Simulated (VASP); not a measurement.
# KF (Fm-3m) in VASP: notebook

The runs below take KF through single point, with PBE.

Everything below comes from runs of VASP 6.6.1. Logs are shortened: lines on timing, memory, paths and dates and some standing lists are left out, and cuts for length are marked.

### 1 The cell of the first run

It takes space group Fm-3m (No. 225, cubic). The conventional cell has a = 5.318 Å, b = 5.318 Å, c = 5.318 Å, α = 90.00°, β = 90.00°, γ = 90.00°. K (site symmetry m-3m) has 6 F at 2.66 Å within 3.5 Å. F (site symmetry m-3m) has 6 K at 2.66 Å within 3.5 Å.

### 2 Single point, PBE

INCAR reads:

```
PREC     = Accurate       # precision mode
ENCUT    = 520            # plane-wave cutoff, eV
EDIFF    = 1E-6           # SCF threshold, eV
ISMEAR   = 0              # smearing method
SIGMA    = 0.01           # smearing width, eV
LREAL    = False          # projectors in reciprocal space
LASPH    = True           # aspherical terms in the spheres
NELM     = 60             # most SCF steps
ALGO     = Normal         # electronic algorithm
ISIF     = 2              # what is computed and relaxed
LWAVE    = False          # write WAVECAR
LCHARG   = True           # write CHGCAR
GGA      = PE             # functional
LELF     = True           # ELF
LVHAR    = True         
NBANDS   = 15             # bands
```

KPOINTS reads:

```
Automatic mesh
0
Gamma
  4 4 4
```

POSCAR reads:

```
KF
1.0
    0.0000000000      2.6589605677      2.6589605677
    2.6589605677      0.0000000000      2.6589605677
    2.6589605677      2.6589605677      0.0000000000
K F
1 1
Direct
    0.0000000000      0.0000000000      0.0000000000
    0.5000000000      0.5000000000      0.5000000000
```

Potentials or basis: VASP PAW PBE potentials, release 64 (K_sv, F).

Started as:

```
$ cat potpaw_PBE.64/K_sv/POTCAR potpaw_PBE.64/F/POTCAR > POTCAR
$ mpirun -np 1 vasp_std > vasp.out
```

OUTCAR:

```text
PREC = Accurate
   ENCUT = 520
   EDIFF = 1E-6
   ISMEAR = 0
   LREAL = False
   LASPH = True
   NELM = 60
   ISIF = 2
   GGA = PE

 ion  position               nearest neighbor table
   1  0.000  0.000  0.000-   2 2.66   2 2.66   2 2.66   2 2.66   2 2.66   2 2.66
   2  0.500  0.500  0.500-   1 2.66   1 2.66   1 2.66   1 2.66   1 2.66   1 2.66

  LATTYP: Found a face centered cubic cell.
 ALAT       =     5.3179211354

  Lattice vectors:

 A1 = (   0.0000000000,   2.6589605677,   2.6589605677)
 A2 = (   2.6589605677,   0.0000000000,   2.6589605677)
 A3 = (   2.6589605677,   2.6589605677,   0.0000000000)

Analysis of symmetry for initial positions (statically):
=====================================================================
 Subroutine PRICEL returns:
 Original cell was already a primitive cell.

 Routine SETGRP: Setting up the symmetry group for a
 face centered cubic supercell.

 Subroutine GETGRP returns: Found 48 space group operations
 (whereof 48 operations were pure point group operations)
 out of a pool of 48 trial point group operations.

The static configuration has the point symmetry O_h .

Analysis of symmetry for dynamics (positions and initial velocities):
=====================================================================
 Subroutine PRICEL returns:
 Original cell was already a primitive cell.

 Routine SETGRP: Setting up the symmetry group for a
 face centered cubic supercell.

 Subroutine GETGRP returns: Found 48 space group operations
 (whereof 48 operations were pure point group operations)
 out of a pool of 48 trial point group operations.

The dynamic configuration has the point symmetry O_h .

 Subroutine INISYM returns: Found 48 space group operations
 (whereof 48 operations are pure point group operations),
 and found     1 'primitive' translations

----------------------------------------------------------------------------------------

                                     Primitive cell

  volume of cell :      37.5981

  direct lattice vectors                    reciprocal lattice vectors
     0.000000000  2.658960568  2.658960568    -0.188043405  0.188043405  0.188043405
     2.658960568  0.000000000  2.658960568     0.188043405 -0.188043405  0.188043405
     2.658960568  2.658960568  0.000000000     0.188043405  0.188043405 -0.188043405

  length of vectors
     3.760338097  3.760338097  3.760338097     0.325700732  0.325700732  0.325700732

  position of ions in fractional coordinates (direct lattice)
     0.000000000  0.000000000  0.000000000
     0.500000000  0.500000000  0.500000000

  ion indices of the primitive-cell ions
   primitive index   ion index
                 1           1
[... 69 lines left out ...]
   EMIN   =  10.00;   EMAX   =-10.00  energy-range for DOS
   EFERMI =   0.00;   METHOD = LEGACY
   ISMEAR =     0;   SIGMA  =   0.01  broadening in eV -4-tet -1-fermi 0-gaus
   EFERMI_NEDOS =   21; number of points for ismear=-14 and -15
   IALGO  =     38    algorithm
   IMIX   =      4    mixing-type and parameters
     AMIX     =   0.40;   BMIX     =  1.00
     AMIX_MAG =   1.60;   BMIX_MAG =  1.00
  volume/ion in A,a.u.               =      18.80       126.86
  Fermi-wavevector in a.u.,A,eV,Ry     =   1.231382  2.326975 20.630548  1.516303
  Thomas-Fermi vector in A             =   2.366194
   LORBIT       =      0    0 simple, 1 ext, 2 COOP (PROOUT), +10 PAW based schemes
   GGA     = PE    functional components
   LHFCALC =     F    Hartree Fock is set to
   AEXX    =    0.0000 exact exchange contribution
   IVDW    =     0    specifies the selected vdW correction
   LEPSILON=     F    determine dielectric tensor
   LRPA    =     F    only Hartree local field effects (RPA)
 non-spin polarized calculation
 Gauss-broadening in eV      SIGMA  =   0.01
  energy-cutoff  :      520.00
  volume of cell :       37.60
 maximum number of plane-waves:      1036
   NGX = 13   NGY = 13   NGZ = 13

 number of electron      16.0000010 magnetization

 Free energy of the ion-electron system (eV)
  ---------------------------------------------------
  ext. energy  EPLUGINS =         0.00000000
  ---------------------------------------------------
  free energy    TOTEN  =        -8.28358683 eV

  energy without entropy =       -8.28358683  energy(sigma->0) =       -8.28358683

 E-fermi :  -2.6293     XC(G=0):  -8.4697

 val. band max:       -2.7649485541   @ k =   0.0000   0.0000   0.0000
 cond. band min:       3.4771929535   @ k =   0.0000   0.0000   0.0000
 fundamental gap:      6.2421415076
 Fermi energy:        -2.6292557309

 k-point     1 :       0.0000    0.0000    0.0000
  band No.  band energies     occupation
      1     -28.8630      2.00000
      2     -21.4288      2.00000
      3     -12.1025      2.00000
      4     -12.1025      2.00000
      5     -12.1025      2.00000
      6      -2.7650      2.00000
      7      -2.7649      2.00000
      8      -2.7649      2.00000
      9       3.4772      0.00000
     10       7.9543      0.00000
     11       7.9543      0.00000
     12       7.9543      0.00000
     13       9.6455      0.00000
     14       9.6455      0.00000
[... 113 lines left out ...]
      2     -21.4758      2.00000
      3     -12.5066      2.00000
      4     -12.5066      2.00000
      5     -12.1920      2.00000
      6      -3.1799      2.00000
      7      -2.9253      2.00000
      8      -2.9253      2.00000
      9       7.0171      0.00000
     10       7.0171      0.00000
     11       8.5156      0.00000
     12      10.7500      0.00000
     13      11.5625      0.00000
     14      12.3042      0.00000
     15      13.5083      0.00000

------------------------ aborting loop because EDIFF is reached ----------------------------------------

  FORCE on cell =-STRESS in cart. coord.  units (eV):
  Direction    XX          YY          ZZ          XY          YZ          ZX
  --------------------------------------------------------------------------------------
  -------------------------------------------------------------------------------------
  Total        0.4602041      0.4602041      0.4602041      0.0000000     -0.0000000      0.0000000
  in kB       19.6108028     19.6108028     19.6108028      0.0000000     -0.0000000      0.0000000
  external PRESSURE =      19.6108028 kB  Pullay stress =       0.0000000 kB

 VOLUME and BASIS-vectors are now :
 -----------------------------------------------------------------------------
  energy-cutoff  :      520.00
  volume of cell :       37.60
      direct lattice vectors                 reciprocal lattice vectors
     0.000000000  2.658960568  2.658960568    -0.188043405  0.188043405  0.188043405
     2.658960568  0.000000000  2.658960568     0.188043405 -0.188043405  0.188043405
     2.658960568  2.658960568  0.000000000     0.188043405  0.188043405 -0.188043405

 POSITION                                       TOTAL-FORCE (eV/Angst)
 -----------------------------------------------------------------------------------
      0.00000      0.00000      0.00000        -0.000000      0.000000     -0.000000
      2.65896      2.65896      2.65896         0.000000      0.000000      0.000000
 -----------------------------------------------------------------------------------
    total drift:                                0.000000      0.000000      0.000000

  FREE ENERGIE OF THE ION-ELECTRON SYSTEM (eV)
  ---------------------------------------------------
  free  energy   TOTEN  =        -8.2835868291 eV

  energy  without entropy=       -8.2835868291  energy(sigma->0) =       -8.28358683
```

OSZICAR:

```text
N       E                     dE             d eps       ncg     rms          rms(c)
DAV:   1     0.110602860725E+03    0.11060E+03   -0.80528E+03   240   0.102E+03
DAV:   2    -0.514317905189E+01   -0.11575E+03   -0.10754E+03   325   0.290E+02
DAV:   3    -0.942685179872E+01   -0.42837E+01   -0.42660E+01   310   0.494E+01
DAV:   4    -0.954017251014E+01   -0.11332E+00   -0.11331E+00   330   0.733E+00
DAV:   5    -0.954322168252E+01   -0.30492E-02   -0.30492E-02   333   0.840E-01    0.635E+00
DAV:   6    -0.831370926043E+01    0.12295E+01   -0.35244E+00   254   0.149E+01    0.410E+00
DAV:   7    -0.828506195145E+01    0.28647E-01   -0.65019E-02   282   0.220E+00    0.231E+00
DAV:   8    -0.828136093207E+01    0.37010E-02   -0.49949E-02   261   0.221E+00    0.187E-01
DAV:   9    -0.828291056368E+01   -0.15496E-02   -0.36167E-03   268   0.504E-01    0.125E-01
DAV:  10    -0.828345000997E+01   -0.53945E-03   -0.42543E-04   254   0.177E-01    0.619E-02
DAV:  11    -0.828358677750E+01   -0.13677E-03   -0.13223E-04   254   0.947E-02    0.193E-02
DAV:  12    -0.828358696245E+01   -0.18494E-06   -0.10793E-05   311   0.326E-02    0.475E-03
DAV:  13    -0.828358682906E+01    0.13338E-06   -0.20842E-06   268   0.129E-02
   1 F= -.82835868E+01 E0= -.82835868E+01  d E =-.284350E-83
```

stdout:

```text
POSCAR found type information on POSCAR K F
 POSCAR found :  2 types and       2 ions
 scaLAPACK will be used
 LDA part: xc-table for (Slater+PW92), standard interpolation
 POSCAR, INCAR and KPOINTS ok, starting setup
 FFT: planning ... GRIDC
 FFT: planning ... GRID_SOFT
 FFT: planning ... GRID
 WAVECAR not read
 entering main loop
```

It took 3.4 s on 1 thread of Intel Xeon 6975P-C (Granite Rapids), shared host; peak memory 0.15 GiB.

What came out:

```
Free energy            : -8.2836 eV
Pressure               : 2.0 GPa
Band gap on the k mesh : 6.24 eV, direct
```

Caveat: the k points lie up to 0.51 Å⁻¹ apart. Expect the measured gap to be larger: semilocal functionals such as PBE lack the derivative discontinuity.

### 3 Single point, PBE

INCAR reads:

```
ALGO     = Normal         # electronic algorithm
EDIFF    = 1E-6           # SCF threshold, eV
ENCUT    = 520            # plane-wave cutoff, eV
GGA      = PE             # functional
ISIF     = 2              # what is computed and relaxed
ISMEAR   = -1             # smearing method
LASPH    = T              # aspherical terms in the spheres
LCHARG   = F              # write CHGCAR
LREAL    = F              # projectors in reciprocal space
LWAVE    = F              # write WAVECAR
NBANDS   = 15             # bands
NELM     = 60             # most SCF steps
PREC     = Accurate       # precision mode
SIGMA    = 0.02           # smearing width, eV
```

KPOINTS reads:

```
k-points
0
Gamma
  8 8 8
```

POSCAR is that of step 2.

Potentials or basis: VASP PAW PBE potentials, release 64 (K_sv, F).

Started as:

```
$ cat potpaw_PBE.64/K_sv/POTCAR potpaw_PBE.64/F/POTCAR > POTCAR
$ mpirun -np 1 vasp_std > vasp.out
```

OUTCAR:

```text
EDIFF = 1E-6
   ENCUT = 520
   GGA = PE
   ISIF = 2
   ISMEAR = -1
   LASPH = T
   LREAL = F
   NELM = 60
   PREC = Accurate

 ion  position               nearest neighbor table
   1  0.000  0.000  0.000-   2 2.66   2 2.66   2 2.66   2 2.66   2 2.66   2 2.66
   2  0.500  0.500  0.500-   1 2.66   1 2.66   1 2.66   1 2.66   1 2.66   1 2.66

  LATTYP: Found a face centered cubic cell.
 ALAT       =     5.3179211354

  Lattice vectors:

 A1 = (   0.0000000000,   2.6589605677,   2.6589605677)
 A2 = (   2.6589605677,   0.0000000000,   2.6589605677)
 A3 = (   2.6589605677,   2.6589605677,   0.0000000000)

Analysis of symmetry for initial positions (statically):
=====================================================================
 Subroutine PRICEL returns:
 Original cell was already a primitive cell.

 Routine SETGRP: Setting up the symmetry group for a
 face centered cubic supercell.

 Subroutine GETGRP returns: Found 48 space group operations
 (whereof 48 operations were pure point group operations)
 out of a pool of 48 trial point group operations.

The static configuration has the point symmetry O_h .

Analysis of symmetry for dynamics (positions and initial velocities):
=====================================================================
 Subroutine PRICEL returns:
 Original cell was already a primitive cell.

 Routine SETGRP: Setting up the symmetry group for a
 face centered cubic supercell.

 Subroutine GETGRP returns: Found 48 space group operations
 (whereof 48 operations were pure point group operations)
 out of a pool of 48 trial point group operations.

The dynamic configuration has the point symmetry O_h .

 Subroutine INISYM returns: Found 48 space group operations
 (whereof 48 operations are pure point group operations),
 and found     1 'primitive' translations

[... 112 lines left out ...]
   IMIX   =      4    mixing-type and parameters
     AMIX     =   0.40;   BMIX     =  1.00
     AMIX_MAG =   1.60;   BMIX_MAG =  1.00
  volume/ion in A,a.u.               =      18.80       126.86
  Fermi-wavevector in a.u.,A,eV,Ry     =   1.231382  2.326975 20.630548  1.516303
  Thomas-Fermi vector in A             =   2.366194
   LORBIT       =      0    0 simple, 1 ext, 2 COOP (PROOUT), +10 PAW based schemes
   GGA     = PE    functional components
   LHFCALC =     F    Hartree Fock is set to
   AEXX    =    0.0000 exact exchange contribution
   IVDW    =     0    specifies the selected vdW correction
   LEPSILON=     F    determine dielectric tensor
   LRPA    =     F    only Hartree local field effects (RPA)
 non-spin polarized calculation
  energy-cutoff  :      520.00
  volume of cell :       37.60
 maximum number of plane-waves:      1036
   NGX = 13   NGY = 13   NGZ = 13

 number of electron      16.0000010 magnetization

 Free energy of the ion-electron system (eV)
  ---------------------------------------------------
  ext. energy  EPLUGINS =         0.00000000
  ---------------------------------------------------
  free energy    TOTEN  =        -8.28359285 eV

  energy without entropy =       -8.28359285  energy(sigma->0) =       -8.28359285

 E-fermi :  -2.3218     XC(G=0):  -8.4698

 val. band max:       -2.7652266905   @ k =   0.0000   0.0000   0.0000
 cond. band min:       3.4770617100   @ k =   0.0000   0.0000   0.0000
 fundamental gap:      6.2422884004
 Fermi energy:        -2.3218012658

 k-point     1 :       0.0000    0.0000    0.0000
  band No.  band energies     occupation
      1     -28.8629      2.00000
      2     -21.4291      2.00000
      3     -12.1025      2.00000
      4     -12.1025      2.00000
      5     -12.1025      2.00000
      6      -2.7652      2.00000
      7      -2.7652      2.00000
      8      -2.7652      2.00000
      9       3.4771      0.00000
     10       7.9543      0.00000
     11       7.9543      0.00000
     12       7.9543      0.00000
     13       9.6455      0.00000
     14       9.6455      0.00000
[... 401 lines left out ...]
      2     -21.5004      2.00000
      3     -12.4350      2.00000
      4     -12.3283      2.00000
      5     -12.1774      2.00000
      6      -3.3448      2.00000
      7      -3.0505      2.00000
      8      -3.0244      2.00000
      9       6.6915      0.00000
     10       7.3983      0.00000
     11       8.9938      0.00000
     12      10.0306      0.00000
     13      11.3038      0.00000
     14      12.3775      0.00000
     15      12.6571      0.00000

 [... further k-points ...]
[... 5 lines left out ...]
  --------------------------------------------------------------------------------------
  -------------------------------------------------------------------------------------
  Total        0.4612097      0.4612097      0.4612097      0.0000000     -0.0000000      0.0000000
  in kB       19.6536559     19.6536559     19.6536559      0.0000000     -0.0000000      0.0000000
  external PRESSURE =      19.6536559 kB  Pullay stress =       0.0000000 kB

 VOLUME and BASIS-vectors are now :
 -----------------------------------------------------------------------------
  energy-cutoff  :      520.00
  volume of cell :       37.60
      direct lattice vectors                 reciprocal lattice vectors
     0.000000000  2.658960568  2.658960568    -0.188043405  0.188043405  0.188043405
     2.658960568  0.000000000  2.658960568     0.188043405 -0.188043405  0.188043405
     2.658960568  2.658960568  0.000000000     0.188043405  0.188043405 -0.188043405

 POSITION                                       TOTAL-FORCE (eV/Angst)
 -----------------------------------------------------------------------------------
      0.00000      0.00000      0.00000        -0.000000     -0.000000     -0.000000
      2.65896      2.65896      2.65896         0.000000      0.000000      0.000000
 -----------------------------------------------------------------------------------
    total drift:                                0.000000      0.000000      0.000000

  FREE ENERGIE OF THE ION-ELECTRON SYSTEM (eV)
  ---------------------------------------------------
  free  energy   TOTEN  =        -8.2835928534 eV

  energy  without entropy=       -8.2835928533  energy(sigma->0) =       -8.28359285
```

Run time: 7 s. Hardware: 1 thread of Intel Xeon 6975P-C (Granite Rapids), shared host; peak memory 0.15 GiB.

Results:

```
Free energy            : -8.2836 eV
Pressure               : 2.0 GPa
Band gap on the k mesh : 6.24 eV, direct
```

A k mesh can miss the band edges. Expect the measured gap to be larger: semilocal functionals such as PBE lack the derivative discontinuity.
